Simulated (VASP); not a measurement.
Set up this calculation in VASP 6.6.1, as the native input.

- Task: single point
- Functional: PBE
- Potentials or basis: VASP PAW PBE potentials, release 64 (Si)
- Cutoff: 520 eV
- k mesh: 8 × 8 × 6
- Occupations: gaussian, width 0.05 eV
- Spin: no spin polarisation
- Dipole correction: no
- Further INCAR settings: ALGO = Normal; EDIFF = 1e-06; NBANDS = 16

The structure of Si lies in POSCAR:

```
Si
1.0
    0.0000000000     -2.7347607592     -2.7347607592
    0.0000000000      2.7347607592     -2.7347607592
    5.4695215184      0.0000000000      0.0000000000
Si
4
Direct
    0.5000000000      0.5000000000      0.0000000000
    0.0000000000      0.0000000000      0.5000000000
    1.0000000000      0.5000000000      0.2500000000
    0.5000000000      0.0000000000      0.7500000000
```

The input as run:

INCAR

```
SYSTEM = Si
PREC = Accurate
ENCUT = 520
EDIFF = 1E-6
ISMEAR = 0
SIGMA = 0.05
LREAL = .False.
LASPH = .True.
NELM = 100
ALGO = Normal
ISIF = 2
LWAVE = .False.
LCHARG = .False.
GGA = PE
NBANDS = 16
```

KPOINTS

```
Automatic mesh
0
Gamma
  8 8 6
  0 0 0
```

Potentials or basis: VASP PAW PBE potentials, release 64 (Si).

The run is started by

```console
$ cat potpaw_PBE.64/Si/POTCAR > POTCAR
$ mpirun -np 1 vasp_std > vasp.out
```

Results of the run:

```json
{"Pressure": "0.0 GPa", "Band gap on the k mesh": "0.61 eV"}
```

Run time: 32 s on 1 thread of AMD EPYC 9R45 96-Core Processor (Zen 5), on a shared host, peak memory 0.18 GiB.
